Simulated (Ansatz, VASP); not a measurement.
## V: VASP beside Ansatz

```
V
1.0
    -1.56974    1.56974    1.51300
     1.56974   -1.56974    1.51300
     1.45626    1.45626   -1.51300
V
1
Direct
  0.00000 0.00000 0.00000
```

Change from the starting cell: strain -0.0750 x Voigt [0, 0, 0, 0, 0, 1], atoms carried along.

Alike in both runs: task single point; functional PBE; k mesh 22 × 22 × 22; occupations gaussian, width 0.15 eV; no spin polarisation.

```csv
,VASP,Ansatz
version,VASP 6.6.1,Ansatz 0.2.0
potentials or method,"VASP PAW PBE potentials, release 64 (V_sv), cutoff 520 eV","scalar-relativistic, plane waves, PAW"
valence electrons in the cell,13,13
```

|  | VASP | Ansatz | Ansatz less VASP |
| --- | --- | --- | --- |
| gap on the k mesh at the Fermi level (eV) | none | none | - |
| pressure (GPa) | -4.4 | -4.7 | -0.23 |
| traceless stress, the component that is largest in VASP (GPa) | 1.48 | 1.46 | -0.028 |

A gap of «none» marks a metal or a gap that the smearing closes.
